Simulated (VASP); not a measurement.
La3AlAs:

```xyz
5
Lattice="5.7000 0.0000 0.0000 0.0000 5.7000 0.0000 0.0000 0.0000 5.7000" Properties=species:S:1:pos:R:3 pbc="T T T"
Al    0.0000    0.0000    0.0000
As    2.8500    2.8500    2.8500
La    2.8500    2.8500    0.0000
La    0.0000    2.8500    2.8500
La    2.8500    0.0000    2.8500
```

```yaml
Program: VASP 6.6.1
Task: relaxation of cell and atoms
Functional: LDA
Potentials_or_basis: VASP PAW LDA potentials, release 64 (Al, As, La)
Cutoff: 600 eV
k_mesh: 5 × 5 × 5
Occupations: gaussian, width 0.05 eV
Spin: no spin polarisation
```

At the start: pressure -3.0 GPa; volume 37.04 Å³/atom.

Q: Where does the relaxation end?

A: Over 3 steps the energy falls by 23.9 meV/atom and the volume is 34.62 Å³/atom (-6.5 %); space group Pm-3m (No. 221, to 0.1 Å) before and after.

Step by step:
| step | energy change (eV) | largest force (eV/Å) | pressure (GPa) | volume (Å³) |
| --- | --- | --- | --- | --- |
| 1 | 0.0000 | 0.0000 | -2.99 | 185.19 |
| 2 | -0.0866 | 0.0000 | 1.87 | 167.27 |
| 3 | -0.1196 | 0.0000 | 0.00 | 173.10 |

Final structure:
```
CELL_PARAMETERS angstrom
5.57317 0.00000 0.00000
0.00000 5.57317 0.00000
0.00000 0.00000 5.57317
ATOMIC_POSITIONS crystal
Al 0.00000 0.00000 0.00000
As 0.50000 0.50000 0.50000
La 0.50000 0.50000 0.00000
La 0.00000 0.50000 0.50000
La 0.50000 0.00000 0.50000
```
